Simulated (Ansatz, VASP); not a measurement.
**One calculation of Ca, two programs**

INCAR

```
SYSTEM = Ca
PREC = Accurate
ENCUT = 500
EDIFF = 1E-7
ISMEAR = -1
SIGMA = 0.1
LREAL = .FALSE.
LASPH = .TRUE.
NELM = 120
ALGO = Normal
ISIF = 3
LWAVE = .FALSE.
LCHARG = .FALSE.
GGA = CA
IBRION = 2
NSW = 60
EDIFFG = -0.02
GGA_COMPAT = .FALSE.
NELMIN = 4
```

KPOINTS

```
regular mesh
0
G
  6 6 6
  0 0 0
```

POSCAR

```
Ca
1.0
    0.0000000000      2.4061280000      2.4061280000
    2.4061280000      0.0000000000      2.4061280000
    2.4061280000      2.4061280000      0.0000000000
Ca
1
Direct
    0.0000000000      0.0000000000      0.0000000000
```

Input for Ansatz:

```yaml
crystal:
  lattice:
    - [0.0, 2.406128, 2.406128]
    - [2.406128, 0.0, 2.406128]
    - [2.406128, 2.406128, 0.0]
  atoms:
    - { symbol: Ca, position: [0.0, 0.0, 0.0] }
  symmetry: { tolerance: 0.0003 }
kpoints:
  mp_grid: { grid: [6, 6, 6], shift: [0, 0, 0] }
magnetization:
  spin_polarized: false
scf:
  occupations: { method: fermi_dirac }
hamiltonian:
  pseudopotentials: { kind: paw }
  xc: lda
basis:
  ecutwfc: 420
output:
  forces: true
  stress: true
  eigenvalues: true
relax:
  max_steps: 40
  cell: {}
  f_tol: 0.02
  max_displacement: 0.1
```

Alike in both runs: task relaxation of cell and atoms; functional LDA; k mesh 6 × 6 × 6; no spin polarisation.

|  | VASP | Ansatz |
| --- | --- | --- |
| version | VASP 6.6.1 | Ansatz 0.2.0 |
| potentials or method | VASP PAW LDA potentials, release 64 (Ca_sv), cutoff 500 eV | PAW plane waves |
| occupations | fermi-dirac, width 0.1 eV | fermi-dirac |
| valence electrons in the cell | 10 | 10 |

Ansatz gave:

| Item | Value |
| --- | --- |
| gap on the k mesh at the Fermi level, each at its own relaxed structure (eV) | none |
| relaxed volume (Å³/atom) | 38.07 |
| relaxed cell length with the largest relative difference (Å) | 3.776 |

Problem. Which values does VASP return?

Solution. gap on the k mesh at the Fermi level, each at its own relaxed structure (eV): none; relaxed volume (Å³/atom): 38.14; relaxed cell length with the largest relative difference (Å): 3.778.

LDA's correlation is that of Perdew and Zunger in VASP and of Perdew and Wang (1992) in Ansatz. A gap of «none» marks a metal or a gap that the smearing closes.

The k mesh is coarse, so the values compare programs but aren't converged. Noted on VASP's run: the volume moved by over 15 % at a fixed basis, so the end points are rough.
